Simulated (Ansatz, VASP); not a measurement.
# Nb: VASP beside Ansatz

```
Nb
1.0
    -1.65035    1.65035    1.65035
     1.65035   -1.65035    1.65035
     1.65035    1.65035   -1.65035
Nb
1
Direct
  0.00000 0.00000 0.00000
```

Alike in both runs: task relaxation of cell and atoms; functional LDA; k mesh 18 × 18 × 18; occupations fermi-dirac, width 0.08 eV; no spin polarisation.

```csv
,VASP,Ansatz
version,VASP 6.6.1,Ansatz 0.2.0
potentials or method,"VASP PAW LDA potentials, release 64 (Nb_sv)","PAW with Ansatz's default frozen-core files, scalar-relativistic"
plane-wave cutoff (eV),600,420
valence electrons in the cell,13,13
```

```csv
,VASP,Ansatz,Ansatz less VASP
relaxed volume (Å³/atom),17.13,17.14,+0.006
relaxed cell length with the largest relative difference (Å),2.813,2.813,+0.0003
```

LDA's correlation is that of Perdew and Zunger in VASP and of Perdew and Wang (1992) in Ansatz.
